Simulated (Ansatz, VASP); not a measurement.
# NaI: VASP beside Ansatz

INCAR

```
ALGO = Normal
EDIFF = 1E-6
ENCUT = 520
GGA = CA
ISIF = 2
ISMEAR = 0
LASPH = True
LCHARG = False
LREAL = False
LWAVE = False
NBANDS = 14
NELM = 60
PREC = Accurate
SIGMA = 0.05
```

The input KPOINTS:

```
k-points
0
Gamma
  8 8 8
```

The input POSCAR:

```
NaI
1.0
    0.0000000000      3.2807397564      3.1495101662
    3.2807397564      0.0000000000      3.1495101662
    3.2807397564      3.2807397564      0.0000000000
Na I
1 1
Direct
    0.0000000000      0.0000000000      0.0000000000
    0.5000000000      0.5000000000      0.5000000000
```

Input for Ansatz:

```yaml
crystal:
  lattice:
    - [0.0, 3.2807397564, 3.1495101662]
    - [3.2807397564, 0.0, 3.1495101662]
    - [3.2807397564, 3.2807397564, 0.0]
  atoms:
    - { symbol: Na, position: [0.0, 0.0, 0.0] }
    - { symbol: I, position: [0.5, 0.5, 0.5] }
basis:
  ecutwfc: 420
kpoints:
  mp_grid: { grid: [8, 8, 8] }
hamiltonian:
  xc: lda
scf:
  occupations: { method: gaussian, width: 0.05 }
output:
  forces: true
  stress: true
  eigenvalues: true
```

Alike in both runs: task single point; functional LDA; k mesh 8 × 8 × 8; occupations gaussian, width 0.05 eV; no spin polarisation.

```csv
,VASP,Ansatz
version,VASP 6.6.1,Ansatz 0.2.0
potentials or method,"VASP PAW LDA potentials, release 64 (Na_pv, I), cutoff 520 eV","scalar-relativistic, plane waves, PAW"
valence electrons in the cell,14,26
```

```csv
,VASP,Ansatz,Ansatz less VASP
gap on the k mesh at the Fermi level (eV),3.33,3.32,-0.013
least direct gap on the mesh (eV),3.33,3.32,-0.013
pressure (GPa),-1.5,-1.6,-0.02
"traceless stress, the component that is largest in VASP (GPa)",0.58,0.57,-0.007
```

LDA's correlation is that of Perdew and Zunger in VASP and of Perdew and Wang (1992) in Ansatz. VASP's potentials hold 14 valence electrons a cell and Ansatz's 26, so a difference there can come from the potentials and not from the codes.

Neither program's run includes spin-orbit coupling.
